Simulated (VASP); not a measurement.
InPd, 2 atoms in the cell. Symmetry: Pm-3m, No. 221, cubic system. Conventional cell: a = 3.315 Å, b = 3.315 Å, c = 3.315 Å, α = 90.00°, β = 90.00°, γ = 90.00°. In (site symmetry m-3m) has 8 Pd at 2.87 Å and 6 In at 3.31 Å within 3.8 Å. Pd (site symmetry m-3m) has 8 In at 2.87 Å and 6 Pd at 3.31 Å within 3.8 Å. 

| Quantity | Value |
| --- | --- |
| Program | VASP 6.6.1 |
| Task | single point |
| Functional | PBE0 |
| Potentials or basis | VASP PAW PBE potentials, release 64 (In_d, Pd) |
| Cutoff | 520 eV |
| k mesh | 6 × 6 × 6 |
| Occupations | fermi-dirac, width 0.05 eV |
| Spin | no spin polarisation |
| Dipole correction | no |
| Grid for exact exchange (PRECFOCK) | Normal |
| Further INCAR settings | ALGO = Normal; EDIFF = 1e-06; NBANDS = 18 |
| Share of exact exchange | 0.25 |

Potentials or basis: VASP PAW PBE potentials, release 64 (In_d, Pd).

Run with:

```console
$ cat potpaw_PBE.64/In_d/POTCAR potpaw_PBE.64/Pd/POTCAR > POTCAR
$ cp INCAR.step1 INCAR
$ mpirun -np 1 vasp_std > vasp.out
$ cp INCAR.step2 INCAR
$ mpirun -np 1 vasp_std > vasp.out
```

Hardware: 1 thread of Oxide Virtual Turin-like Processor, on a shared host.

Q: How long does it take, and how much memory?

A: Run time: 100 min on 1 thread of Oxide Virtual Turin-like Processor, with other jobs on the host, peak memory 0.15 GiB. Counts: k points 20.
